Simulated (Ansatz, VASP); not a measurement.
**Hf3GeW in VASP and in Ansatz**

```
CELL_PARAMETERS angstrom
4.86370 0.00000 0.00000
0.00000 4.86370 0.00000
0.00000 0.00000 4.86370
ATOMIC_POSITIONS crystal
Hf 0.50000 0.50000 0.00000
Hf 0.00000 0.50000 0.50000
Hf 0.50000 0.00000 0.50000
Ge 0.50000 0.50000 0.50000
W 0.00000 0.00000 0.00000
```

Change from the starting cell: species swapped into the Tb3InN type (Pm-3m, No. 221).

Alike in both runs: functional PBE; k mesh 8 × 8 × 8; occupations gaussian, width 0.1 eV; no spin polarisation.

Ansatz relaxed the structure, and its values are those at the end. VASP's run is a single point on that final structure, the one shown.

```csv
,VASP,Ansatz
version,VASP 6.6.1,Ansatz 0.2.0
potentials or method,"VASP PAW PBE potentials, release 64 (Hf_pv, Ge_d, W_sv), cutoff 520 eV","scalar-relativistic, plane waves, PAW"
valence electrons in the cell,58,106
```

Ansatz gave:

| Property | Result |
| --- | --- |
| gap on the k mesh at the Fermi level (eV) | none |
| pressure (GPa) | 0.0 |

Q: What did VASP give for the same quantities?

A: gap on the k mesh at the Fermi level (eV): none; pressure (GPa): -0.3.

A gap of «none» marks a metal or a gap that the smearing closes. With one functional, cell and mesh, what is left measures potentials, basis and numerics. VASP's potentials hold 58 valence electrons a cell and Ansatz's 106, so a difference there can come from the potentials and not from the codes.

Neither program's run includes spin-orbit coupling.
